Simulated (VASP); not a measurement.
**WS2: single point with LDA**

The system is WS2, a slab with vacuum.

```
W S
1.0
     3.18321    0.00000    0.00000
    -1.59160    2.75674    0.00000
     0.00000    0.00000   23.66876
W S
2 4
Cartesian
  0.0000 1.8378 15.0845
  1.5916 0.9189 8.5842
  0.0000 1.8378 7.0253
  1.5916 0.9189 13.5253
  0.0000 1.8378 10.1434
  1.5916 0.9189 16.6435
```

```
Program                : VASP 6.6.1
Task                   : single point
Functional             : LDA
Potentials or basis    : VASP PAW LDA potentials, release 64 (W_sv, S)
Cutoff                 : 520 eV
k mesh                 : 9 × 9 × 2
Occupations            : fermi-dirac, width 0.1 eV
Spin                   : no spin polarisation
Dipole correction      : no
Further INCAR settings : ALGO = Normal; EDIFF = 1e-07; NBANDS = 35
```

The largest force is 0.347 eV/Å and the band gap on the k mesh is 1.45 eV (least direct gap 1.76 eV).

Forces in eV/Å, atoms in the order of the input:
```
W    0.000  0.000  0.004
W    0.000  0.000 -0.004
S    0.000  0.000  0.347
S    0.000  0.000  0.258
S    0.000  0.000 -0.258
S    0.000  0.000 -0.347
```

Levels at points of the mesh, in eV from the valence-band top:
```csv
k point,band 24,band 25,band 26,band 27,band 28,band 29
"(0.00, 0.00, 0.00)",-1.96,-0.51,0.00,2.56,2.56,2.57
"(0.00, 0.00, 0.50)",-1.96,-0.51,0.00,2.56,2.56,2.57
```

Wall time 7 min on 1 thread of Intel Xeon 8259CL, on a shared host, peak memory 0.34 GiB.

Caveat: there is no dipole correction, which matters where the two faces differ; spin-orbit coupling is left out, which moves the levels of the heavy elements.
